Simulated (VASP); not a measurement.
# Rh (P6_3/mmc) in VASP: notebook

Rh is run at these levels: PBEsol; tasks: single point.

Program: VASP 6.6.1. These are calculated values, not measurements. Logs are shortened: lines on timing, memory, paths and dates and some standing lists are left out, and cuts for length are marked.

## (1) The cell of the first run

The structure is hexagonal, space group P6_3/mmc (No. 194). The conventional cell has a = 2.692 Å, b = 2.692 Å, c = 8.798 Å, α = 90.00°, β = 90.00°, γ = 120.00°. Within 3.5 Å of Rh (site symmetry -3m) lie 12 Rh at 2.69 Å. Rh (site symmetry -6m2) has 12 Rh at 2.69 Å within 3.5 Å.

This isn't the form of Rh at room conditions, which is fcc.

## (2) Single point, PBEsol

INCAR reads:

```
ALGO     = Normal         # electronic algorithm
EDIFF    = 1E-6           # SCF threshold, eV
ENCUT    = 500            # plane-wave cutoff, eV
GGA      = PS             # functional
GGA_COMPAT= F            
ISIF     = 2              # what is computed and relaxed
ISMEAR   = 1              # smearing method
LASPH    = T              # aspherical terms in the spheres
LCHARG   = F              # write CHGCAR
LREAL    = F              # projectors in reciprocal space
LWAVE    = F              # write WAVECAR
NBANDS   = 38             # bands
NELM     = 120            # most SCF steps
PREC     = Accurate       # precision mode
SIGMA    = 0.25           # smearing width, eV
```

KPOINTS reads:

```
k-points
0
Gamma
  11 11 3
```

POSCAR reads:

```
Rh
1.0
    2.6917400000      0.0000000000      0.0000000000
   -1.3458700000      2.3311200000      0.0000000000
    0.0000000000      0.0000000000      8.7980700000
Rh
4
Direct
    0.0000000000      0.0000000000      0.0000000000
    0.3333333333      0.6666666667      0.2500000000
    0.0000000000      0.0000000000      0.5000000000
    0.6666666667      0.3333333333      0.7500000000
```

Potentials or basis: VASP PAW PBE potentials, release 64 (Rh_pv).

The run is started by

```
$ cat potpaw_PBE.64/Rh_pv/POTCAR > POTCAR
$ mpirun -np 1 vasp_std > vasp.out
```

OUTCAR:

```text
EDIFF = 1E-6
   ENCUT = 500
   GGA = PS
   ISIF = 2
   ISMEAR = 1
   LASPH = T
   LREAL = F
   NELM = 120
   PREC = Accurate

 ion  position               nearest neighbor table
   1  0.000  0.000  0.000-   2 2.69   4 2.69   4 2.69   2 2.69   4 2.69   2 2.69
   2  0.333  0.667  0.250-   1 2.69   3 2.69   1 2.69   3 2.69   1 2.69   3 2.69
   3  0.000  0.000  0.500-   2 2.69   4 2.69   4 2.69   2 2.69   4 2.69   2 2.69
   4  0.667  0.333  0.750-   1 2.69   3 2.69   1 2.69   3 2.69   1 2.69   3 2.69

  LATTYP: Found a hexagonal cell.
 ALAT       =     2.6917400000
 C/A-ratio  =     3.2685437672

  Lattice vectors:

 A1 = (   2.6917400000,   0.0000000000,   0.0000000000)
 A2 = (  -1.3458700000,   2.3311200000,   0.0000000000)
 A3 = (   0.0000000000,   0.0000000000,   8.7980700000)

Analysis of symmetry for initial positions (statically):
=====================================================================
 Subroutine PRICEL returns:
 Original cell was already a primitive cell.

 Routine SETGRP: Setting up the symmetry group for a
 hexagonal supercell.

 Subroutine GETGRP returns: Found 24 space group operations
 (whereof 12 operations were pure point group operations)
 out of a pool of 24 trial point group operations.

The static configuration has the point symmetry D_3d.
 The point group associated with its full space group is D_6h.

Analysis of symmetry for dynamics (positions and initial velocities):
=====================================================================
 Subroutine PRICEL returns:
 Original cell was already a primitive cell.

 Routine SETGRP: Setting up the symmetry group for a
 hexagonal supercell.

 Subroutine GETGRP returns: Found 24 space group operations
 (whereof 12 operations were pure point group operations)
 out of a pool of 24 trial point group operations.

The dynamic configuration has the point symmetry D_3d.
 The point group associated with its full space group is D_6h.

 Subroutine INISYM returns: Found 24 space group operations
 (whereof 12 operations are pure point group operations),
 and found     1 'primitive' translations

----------------------------------------------------------------------------------------

                                     Primitive cell

  volume of cell :      55.2059

  direct lattice vectors                    reciprocal lattice vectors
     2.691740000  0.000000000  0.000000000     0.371506906  0.214489173  0.000000000
    -1.345870000  2.331120000  0.000000000     0.000000000  0.428978345  0.000000000
     0.000000000  0.000000000  8.798070000     0.000000000  0.000000000  0.113661292

  length of vectors
     2.691740000  2.691744139  8.798070000     0.428979005  0.428978345  0.113661292

  position of ions in fractional coordinates (direct lattice)
     0.000000000  0.000000000  0.000000000
     0.333333333  0.666666667  0.250000000
     0.000000000  0.000000000  0.500000000
     0.666666667  0.333333333  0.750000000

  ion indices of the primitive-cell ions
   primitive index   ion index
                 1           1
                 2           2
                 3           3
                 4           4

----------------------------------------------------------------------------------------

 KPOINTS: k-points

Automatic generation of k-mesh.
 Grid dimensions read from file:
 generate k-points for:   11   11    3

 Generating k-lattice:

  Cartesian coordinates                     Fractional coordinates (reciprocal lattice)
     0.033773355  0.019499016  0.000000000     0.090909091  0.000000000  0.000000000
     0.000000000  0.038998031  0.000000000     0.000000000  0.090909091  0.000000000
     0.000000000  0.000000000  0.037887097     0.000000000  0.000000000  0.333333333

  Length of vectors
     0.038998091  0.038998031  0.037887097

  Shift w.r.t. Gamma in fractional coordinates (k-lattice)
     0.000000000  0.000000000  0.000000000

 Subroutine IBZKPT returns following result:
 ===========================================

 Found     32 irreducible k-points:

 Following reciprocal coordinates:
            Coordinates               Weight
  0.000000  0.000000  0.000000      1.000000
  0.090909  0.000000  0.000000      6.000000
  0.181818 -0.000000  0.000000      6.000000
  0.272727  0.000000  0.000000      6.000000
  0.363636  0.000000  0.000000      6.000000
  0.454545  0.000000  0.000000      6.000000
[... 16 lines left out ...]
  0.090909  0.090909  0.333333     12.000000
  0.181818  0.090909  0.333333     24.000000
 [... further k-points ...]
   k-points           NKPTS =     32   k-points in BZ     NKDIM =     32   number of bands    NBANDS=     38
   number of dos      NEDOS =    301   number of ions     NIONS =      4
   total plane-waves  NPLWV =  25600
   dimension x,y,z NGX =    20 NGY =   20 NGZ =   64
   dimension x,y,z NGXF=    40 NGYF=   40 NGZF=  128
   ions per type =               4
   NGX,Y,Z   is equivalent  to a cutoff of  12.35, 12.35, 12.09 a.u.
   NGXF,Y,Z  is equivalent  to a cutoff of  24.70, 24.70, 24.19 a.u.
 SYSTEM =  unknown system
   PREC   = accura    normal or accurate (medium, high low for compatibility)
   ISTART =      0    job   : 0-new  1-cont  2-samecut
   ICHARG =      2    charge: 1-file 2-atom 10-const
   ISPIN  =      1    spin polarized calculation?
   LNONCOLLINEAR =      F non collinear calculations
   LSORBIT =      F    spin-orbit coupling
   LASPH  =      T    aspherical Exc in radial PAW
   ENCUT  =  500.0 eV  36.75 Ry    6.06 a.u.   4.91  4.91 16.04*2*pi/ulx,y,z
   NELM   =    120;   NELMIN=  2; NELMDL= -5     # of ELM steps
   EDIFF  = 0.1E-05   stopping-criterion for ELM
   LREAL  =      F    real-space projection
[... 7 lines left out ...]
   TEBEG  =    0.0;   TEEND  =   0.0 temperature during run
   PSTRESS=    0.0 pullay stress
   NELECT =      60.0000    total number of electrons
   NUPDOWN=      -1.0000    fix difference up-down
   EMIN   =  10.00;   EMAX   =-10.00  energy-range for DOS
   EFERMI =   0.00;   METHOD = LEGACY
   ISMEAR =     1;   SIGMA  =   0.25  broadening in eV -4-tet -1-fermi 0-gaus
   EFERMI_NEDOS =   21; number of points for ismear=-14 and -15
   IALGO  =     38    algorithm
   IMIX   =      4    mixing-type and parameters
     AMIX     =   0.40;   BMIX     =  1.00
     AMIX_MAG =   1.60;   BMIX_MAG =  1.00
  volume/ion in A,a.u.               =      13.80        93.14
  Fermi-wavevector in a.u.,A,eV,Ry     =   1.683179  3.180746 38.546532  2.833090
  Thomas-Fermi vector in A             =   2.766426
   LORBIT       =      0    0 simple, 1 ext, 2 COOP (PROOUT), +10 PAW based schemes
   GGA     = PS    functional components
   LHFCALC =     F    Hartree Fock is set to
   AEXX    =    0.0000 exact exchange contribution
   IVDW    =     0    specifies the selected vdW correction
   LEPSILON=     F    determine dielectric tensor
   LRPA    =     F    only Hartree local field effects (RPA)
 non-spin polarized calculation
 Methfessel and Paxton  Order N= 1 SIGMA  =   0.25
  energy-cutoff  :      500.00
  volume of cell :       55.21
 maximum number of plane-waves:      1424
 NGX is ok and might be reduce to    20
   NGX =  9   NGY =  9   NGZ = 33

 number of electron      60.0000017 magnetization

 Free energy of the ion-electron system (eV)
  ---------------------------------------------------
  ext. energy  EPLUGINS =         0.00000000
  ---------------------------------------------------
  free energy    TOTEN  =       -32.44498659 eV

  energy without entropy =      -32.44523319  energy(sigma->0) =      -32.44506879

 E-fermi :  11.7161     XC(G=0): -14.1929

 val. band max:       11.7047865836   @ k =   0.3636   0.2727   0.3333
 cond. band min:      11.7174655333   @ k =   0.1818   0.0909   0.3333
 fundamental gap:      0.0126789497
 Fermi energy:        11.7161043617

 k-point     1 :       0.0000    0.0000    0.0000
  band No.  band energies     occupation
      1     -35.3705      2.00000
      2     -35.0164      2.00000
      3     -35.0127      2.00000
      4     -34.7311      2.00000
      5     -34.7311      2.00000
      6     -34.6879      2.00000
[... 30 lines left out ...]
     37      20.1895      0.00000
     38      26.0580      0.00000

 k-point     2 :       0.0909    0.0000    0.0000
  band No.  band energies     occupation
      1     -35.3517      2.00000
      2     -35.0210      2.00000
      3     -35.0181      2.00000
      4     -34.7750      2.00000
      5     -34.7451      2.00000
      6     -34.7221      2.00000
[... 30 lines left out ...]
     37      20.1432      0.00000
     38      26.3692      0.00000

 k-point     3 :       0.1818   -0.0000    0.0000
  band No.  band energies     occupation
      1     -35.2988      2.00000
      2     -35.0512      2.00000
      3     -35.0481      2.00000
      4     -34.8880      2.00000
      5     -34.8180      2.00000
      6     -34.7839      2.00000
[... 30 lines left out ...]
     37      20.0460      0.00000
     38      26.8103      0.00000

 k-point     4 :       0.2727    0.0000    0.0000
  band No.  band energies     occupation
      1     -35.2283      2.00000
      2     -35.1461      2.00000
      3     -35.1193      2.00000
      4     -35.0287      2.00000
      5     -34.9717      2.00000
      6     -34.8416      2.00000
[... 30 lines left out ...]
     37      20.0158      0.00000
     38      24.4559      0.00000
[... 703 lines left out ...]
      4     -35.2335      2.00000
      5     -34.9774      2.00000
      6     -34.9262      2.00000
[... 30 lines left out ...]
     37      20.7269      0.00000
     38      20.7891      0.00000

 k-point    23 :       0.0909    0.0909    0.3333
  band No.  band energies     occupation
      1     -35.2785      2.00000
      2     -35.1765      2.00000
      3     -34.8986      2.00000
      4     -34.8371      2.00000
      5     -34.8087      2.00000
      6     -34.8055      2.00000
[... 30 lines left out ...]
     37      21.5930      0.00000
     38      24.4098      0.00000

 k-point    24 :       0.1818    0.0909    0.3333
  band No.  band energies     occupation
      1     -35.2309      2.00000
      2     -35.1742      2.00000
      3     -35.0127      2.00000
      4     -34.9504      2.00000
      5     -34.9372      2.00000
      6     -34.8867      2.00000
[... 30 lines left out ...]
     37      21.9242      0.00000
     38      24.7936      0.00000

 [... further k-points ...]

------------------------ aborting loop because EDIFF is reached ----------------------------------------

  FORCE on cell =-STRESS in cart. coord.  units (eV):
  Direction    XX          YY          ZZ          XY          YZ          ZX
  --------------------------------------------------------------------------------------
  -------------------------------------------------------------------------------------
  Total       -1.7851904     -1.7851977     -2.3706644     -0.0000000      0.0000000     -0.0000000
  in kB      -51.8095677    -51.8097802    -68.8011190     -0.0000000      0.0000000     -0.0000000
  external PRESSURE =     -57.4734890 kB  Pullay stress =       0.0000000 kB

 VOLUME and BASIS-vectors are now :
 -----------------------------------------------------------------------------
  energy-cutoff  :      500.00
  volume of cell :       55.21
      direct lattice vectors                 reciprocal lattice vectors
     2.691740000  0.000000000  0.000000000     0.371506906  0.214489173  0.000000000
    -1.345870000  2.331120000  0.000000000     0.000000000  0.428978345  0.000000000
     0.000000000  0.000000000  8.798070000     0.000000000  0.000000000  0.113661292

 POSITION                                       TOTAL-FORCE (eV/Angst)
 -----------------------------------------------------------------------------------
      0.00000      0.00000      0.00000        -0.000000      0.000000     -0.000000
     -0.00000      1.55408      2.19952         0.000000      0.000000     -0.000000
      0.00000      0.00000      4.39903        -0.000000      0.000000     -0.000000
      1.34587      0.77704      6.59855        -0.000000     -0.000000      0.000000
 -----------------------------------------------------------------------------------
    total drift:                                0.000000     -0.000000      0.000000

  FREE ENERGIE OF THE ION-ELECTRON SYSTEM (eV)
  ---------------------------------------------------
  free  energy   TOTEN  =       -32.4449865853 eV

  energy  without entropy=      -32.4452331948  energy(sigma->0) =      -32.44506879
```

It took 59 s on 1 thread of AMD EPYC 7R13, shared host; peak memory 0.16 GiB.

Results:

| Item | Value |
| --- | --- |
| Free energy | -32.4450 eV |
| Pressure | -5.7 GPa |
| Band gap on the k mesh | zero (bands 30 and 31 overlap by 1.63 eV) |

Stress tensor (GPa, compression positive):
```
-5.18  0.00  0.00
 0.00 -5.18  0.00
 0.00  0.00 -6.88
```

Levels at points of the mesh, in eV from the Fermi level:
```
           k point  band 26  band 27  band 28  band 29  band 30  band 31  band 32  band 33  band 34  band 35
(0.00, 0.00, 0.00)    -2.64    -2.64    -1.44    -1.44    -0.85    -0.85    -0.35    -0.35     0.42     0.42
```

Caveat: the cell stands under tension; the PAW data sets were made with another functional, which shifts forces and pressure a little.

## (3) Single point, PBEsol

INCAR reads:

```
PREC     = Accurate       # precision mode
ENCUT    = 500            # plane-wave cutoff, eV
EDIFF    = 1E-6           # SCF threshold, eV
ISMEAR   = 1              # smearing method
SIGMA    = 0.15           # smearing width, eV
LREAL    = F              # projectors in reciprocal space
LASPH    = T              # aspherical terms in the spheres
NELM     = 120            # most SCF steps
ALGO     = Normal         # electronic algorithm
ISIF     = 2              # what is computed and relaxed
LWAVE    = F              # write WAVECAR
LCHARG   = F              # write CHGCAR
GGA      = PS             # functional
NBANDS   = 38             # bands
GGA_COMPAT= F
```

KPOINTS reads:

```
Automatic mesh
0
Gamma
  11 11 3
```

POSCAR is that of step 2.

Potentials or basis: VASP PAW PBE potentials, release 64 (Rh_pv).

The run is started by

```
$ cat potpaw_PBE.64/Rh_pv/POTCAR > POTCAR
$ mpirun -np 1 vasp_std > vasp.out
```

It took 67 s on 1 thread of AMD EPYC 7R13, shared host; peak memory 0.16 GiB.

The run converged. Its results:

```yaml
Free_energy: -32.4441 eV
Pressure: -5.7 GPa
Band_gap_on_the_k_mesh: zero (bands 30 and 31 overlap by 1.64 eV)
```

Stress tensor (GPa, compression positive):
```
-5.04  0.00  0.00
 0.00 -5.04  0.00
 0.00  0.00 -6.93
```

Levels at points of the mesh, in eV from the Fermi level:
| k point | band 27 | band 28 | band 29 | band 30 | band 31 | band 32 | band 33 | band 34 |
| --- | --- | --- | --- | --- | --- | --- | --- | --- |
| (0.00, 0.00, 0.00) | -2.62 | -1.43 | -1.43 | -0.84 | -0.84 | -0.34 | -0.34 | 0.43 |

Caveat: the cell stands under tension; the PAW data sets were made with another functional, which shifts forces and pressure a little.
